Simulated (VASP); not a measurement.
# ZnCu4 (Cu (111), 5 layers) in VASP: notebook

Runs on ZnCu4 (Cu (111), 5 layers). Level: PBE. Tasks: single point.

Everything below comes from runs of VASP 6.6.1. Logs are shortened: lines on timing, memory, paths and dates and some standing lists are left out, and cuts for length are marked.

## Step 1: The cell of the first run

The cell holds a slab with vacuum, 5 atoms: a = 2.567 Å, b = 2.567 Å, c = 24.382 Å, α = 90.00°, β = 90.00°, γ = 120.00°.

## Step 2: Single point, PBE

File INCAR:

```
PREC = Accurate
ENCUT = 520
EDIFF = 1E-6
ISMEAR = -1
SIGMA = 0.1
LREAL = F
LASPH = T
NELM = 100
ALGO = Normal
ISIF = 2
LWAVE = F
LCHARG = T
LDIPOL = T
IDIPOL = 3
DIPOL = 0.5 0.5 0.500
GGA = PE
LELF = T
LVHAR = T
LVACPOTAV = T
NBANDS = 36
```

File KPOINTS:

```
Automatic mesh
0
Gamma
  15 15 1
```

File POSCAR:

```
ZnCu4
1.0
    2.5665139635      0.0000000000      0.0000000000
   -1.2832569818      2.2226662916      0.0000000000
    0.0000000000      0.0000000000     24.3822000000
Zn Cu
1 4
Direct
    0.8333333333      0.1666666667      0.3289492305
    0.1666666667      0.8333333333      0.4141867610
    0.5000000000      0.5000000000      0.4999999962
    0.8333333333      0.1666666667      0.5858132363
    0.1666666667      0.8333333333      0.6710507761
```

Potentials or basis: VASP PAW PBE potentials, release 64 (Zn, Cu).

Command:

```console
cat potpaw_PBE.64/Zn/POTCAR potpaw_PBE.64/Cu/POTCAR > POTCAR
mpirun -np 1 vasp_std > vasp.out
```

OUTCAR:

```text
PREC = Accurate
   ENCUT = 520
   EDIFF = 1E-6
   ISMEAR = -1
   LREAL = F
   LASPH = T
   NELM = 100
   ISIF = 2
   GGA = PE

 ion  position               nearest neighbor table
   1  0.833  0.167  0.329-   2 2.55   2 2.55   2 2.55
   2  0.167  0.833  0.414-   1 2.55   1 2.55   1 2.55   3 2.56   3 2.56   3 2.56
   3  0.500  0.500  0.500-   2 2.56   2 2.56   2 2.56   4 2.56   4 2.56   4 2.56
   4  0.833  0.167  0.586-   5 2.55   5 2.55   5 2.55   3 2.56   3 2.56   3 2.56
   5  0.167  0.833  0.671-   4 2.55   4 2.55   4 2.55

  LATTYP: Found a hexagonal cell.
 ALAT       =     2.5665139635
 C/A-ratio  =     9.5001236489

  Lattice vectors:

 A1 = (   2.5665139635,   0.0000000000,   0.0000000000)
 A2 = (  -1.2832569818,   2.2226662916,   0.0000000000)
 A3 = (   0.0000000000,   0.0000000000,  24.3822000000)

Analysis of symmetry for initial positions (statically):
=====================================================================
 Subroutine PRICEL returns:
 Original cell was already a primitive cell.

 Routine SETGRP: Setting up the symmetry group for a
 hexagonal supercell.

 Subroutine GETGRP returns: Found  6 space group operations
 (whereof  2 operations were pure point group operations)
 out of a pool of 24 trial point group operations.

The static configuration has the point symmetry C_1h.
 The point group associated with its full space group is C_3v.

Analysis of symmetry for dynamics (positions and initial velocities):
=====================================================================
 Subroutine PRICEL returns:
 Original cell was already a primitive cell.

 Routine SETGRP: Setting up the symmetry group for a
 hexagonal supercell.

 Subroutine GETGRP returns: Found  6 space group operations
 (whereof  2 operations were pure point group operations)
 out of a pool of 24 trial point group operations.

The dynamic configuration has the point symmetry C_1h.
 The point group associated with its full space group is C_3v.

 Subroutine INISYM returns: Found  6 space group operations
 (whereof  2 operations are pure point group operations),
 and found     1 'primitive' translations

----------------------------------------------------------------------------------------

                                     Primitive cell

[... 99 lines left out ...]
   NSW    =      0    number of steps for IOM
   IBRION =     -1    ionic relax: 0-MD 1-quasi-New 2-CG
   NFREE  =      0    steps in history (QN), initial steepest desc. (CG)
   ISIF   =      2    stress and relaxation
   ISYM   =      2    0-nonsym 1-usesym 2-fastsym
   POTIM  = 0.5000    time-step for ionic-motion
   TEBEG  =    0.0;   TEEND  =   0.0 temperature during run
   PSTRESS=    0.0 pullay stress
   NELECT =      56.0000    total number of electrons
   NUPDOWN=      -1.0000    fix difference up-down
   EMIN   =  10.00;   EMAX   =-10.00  energy-range for DOS
   EFERMI =   0.00;   METHOD = LEGACY
   ISMEAR =    -1;   SIGMA  =   0.10  broadening in eV -4-tet -1-fermi 0-gaus
   EFERMI_NEDOS =   21; number of points for ismear=-14 and -15
   IALGO  =     38    algorithm
   IMIX   =      4    mixing-type and parameters
     AMIX     =   0.40;   BMIX     =  1.00
     AMIX_MAG =   1.60;   BMIX_MAG =  1.00
  volume/ion in A,a.u.               =      27.82       187.72
  Fermi-wavevector in a.u.,A,eV,Ry     =   1.208854  2.284403 19.882580  1.461328
  Thomas-Fermi vector in A             =   2.344449
   LORBIT       =      0    0 simple, 1 ext, 2 COOP (PROOUT), +10 PAW based schemes
   GGA     = PE    functional components
   LHFCALC =     F    Hartree Fock is set to
   AEXX    =    0.0000 exact exchange contribution
   IVDW    =     0    specifies the selected vdW correction
   LEPSILON=     F    determine dielectric tensor
   LRPA    =     F    only Hartree local field effects (RPA)
 non-spin polarized calculation
  energy-cutoff  :      520.00
  volume of cell :      139.09
 maximum number of plane-waves:      3778
 NGX is ok and might be reduce to    20
   NGX =  9   NGY =  9   NGZ = 91

 dipolmoment           0.000000      0.000000     -0.000925 electrons x Angstroem

 number of electron      55.9999980 magnetization

 dipolmoment           0.000000      0.000000      0.009455 electrons x Angstroem

 Free energy of the ion-electron system (eV)
  ---------------------------------------------------
  ext. energy  EPLUGINS =         0.00000000
  ---------------------------------------------------
  free energy    TOTEN  =       -15.37762076 eV

  energy without entropy =      -15.32553541  energy(sigma->0) =      -15.35157808

 E-fermi :   0.3943     XC(G=0):  -6.2420

 val. band max:        0.2911237251   @ k =   0.2667   0.2000   0.0000
 cond. band min:       0.4642540767   @ k =   0.4667   0.0000   0.0000
 fundamental gap:      0.1731303516
 Fermi energy:         0.3942513536

 k-point     1 :       0.0000    0.0000    0.0000
  band No.  band energies     occupation
      1      -9.5151      2.00000
      2      -8.4409      2.00000
      3      -7.7700      2.00000
      4      -7.2620      2.00000
      5      -7.2620      2.00000
      6      -6.6821      2.00000
[... 925 lines left out ...]
     35       7.2297      0.00000
     36       7.9700      0.00000

 [... further k-points ...]

------------------------ aborting loop because EDIFF is reached ----------------------------------------

  FORCE on cell =-STRESS in cart. coord.  units (eV):
  Direction    XX          YY          ZZ          XY          YZ          ZX
  --------------------------------------------------------------------------------------
  -------------------------------------------------------------------------------------
  Total        0.4300492      0.4300492      1.4639914     -0.0000000      0.0000000     -0.0000000
  in kB        4.9537944      4.9537944     16.8639122     -0.0000000      0.0000000     -0.0000000
  external PRESSURE =       8.9238336 kB  Pullay stress =       0.0000000 kB

 VOLUME and BASIS-vectors are now :
 -----------------------------------------------------------------------------
  energy-cutoff  :      520.00
  volume of cell :      139.09
      direct lattice vectors                 reciprocal lattice vectors
     2.566513963  0.000000000  0.000000000     0.389633571  0.224955047  0.000000000
    -1.283256982  2.222666292  0.000000000     0.000000000  0.449910094  0.000000000
     0.000000000  0.000000000 24.382200000     0.000000000  0.000000000  0.041013526

 POSITION                                       TOTAL-FORCE (eV/Angst)
 -----------------------------------------------------------------------------------
      1.92489      0.37044      8.02051         0.000000      0.000000     -0.637598
     -0.64163      1.85222     10.09878        -0.000000      0.000000      0.597122
      0.64163      1.11133     12.19110        -0.000000      0.000000      0.002512
      1.92489      0.37044     14.28342         0.000000     -0.000000      0.041824
     -0.64163      1.85222     16.36169        -0.000000      0.000000     -0.003860
 -----------------------------------------------------------------------------------
    total drift:                                0.000000     -0.000001     -0.000740

  FREE ENERGIE OF THE ION-ELECTRON SYSTEM (eV)
  ---------------------------------------------------
  free  energy   TOTEN  =       -15.3776207577 eV

  energy  without entropy=      -15.3255354109  energy(sigma->0) =      -15.35157808

 vacuum level on the upper side and lower side of the slab         5.166         4.866
```

Wall time 2.4 min (1 thread of Intel Xeon 6975P-C (Granite Rapids), shared host); peak memory 0.31 GiB.

Results:

* Free energy: -15.3776 eV
* Largest force: 0.638 eV/Å
* Band gap on the k mesh: zero (band 28 reaches 2.82 eV, above the bottom of band 29 at -1.27 eV)

Forces on the atoms (eV/Å):
```
Zn   0.000  0.000 -0.638
Cu   0.000  0.000  0.597
Cu   0.000  0.000  0.003
Cu   0.000  0.000  0.042
Cu   0.000  0.000 -0.004
```

## Step 3: Single point, PBE

File INCAR:

```
SYSTEM = ZnCu4
PREC = Accurate ; ENCUT = 520
EDIFF = 1E-6 ; ISMEAR = -1
SIGMA = 0.1 ; LREAL = .False.
LASPH = .True. ; NELM = 100
ALGO = Normal ; ISIF = 2
LWAVE = .False. ; LCHARG = .True.
LDIPOL = .True. ; IDIPOL = 3
DIPOL = 0.5 0.5 0.500 ; GGA = PE
LELF = .True. ; LVHAR = .True.
LVACPOTAV = .True. ; NBANDS = 36
```

File KPOINTS:

```
Automatic mesh
0
Gamma
  15 15 1
  0 0 0
```

POSCAR is that of step 2.

Potentials or basis: VASP PAW PBE potentials, release 64 (Zn, Cu).

Command:

```console
cat potpaw_PBE.64/Zn/POTCAR potpaw_PBE.64/Cu/POTCAR > POTCAR
mpirun -np 1 vasp_std > vasp.out
```

It took 4.1 min on 1 thread of Intel Xeon 6975P-C, shared host; peak memory 0.32 GiB.

It converged, with:

| Quantity | Value |
| --- | --- |
| Free energy | -15.3776 eV |
| Largest force | 0.638 eV/Å |
| Band gap on the k mesh | zero (band 28 reaches 2.82 eV, above the bottom of band 29 at -1.27 eV) |

Forces on the atoms (eV/Å):
```
Zn   0.000  0.000 -0.638
Cu   0.000  0.000  0.597
Cu   0.000  0.000  0.003
Cu   0.000  0.000  0.042
Cu   0.000  0.000 -0.004
```

Levels at points of the mesh, in eV from the Fermi level:
```tsv
k point	band 25	band 26	band 27	band 28	band 29	band 30	band 31	band 32
(0.00, 0.00, 0.00)	-2.20	-1.96	-1.96	-1.86	-1.66	-1.66	-0.54	3.61
```
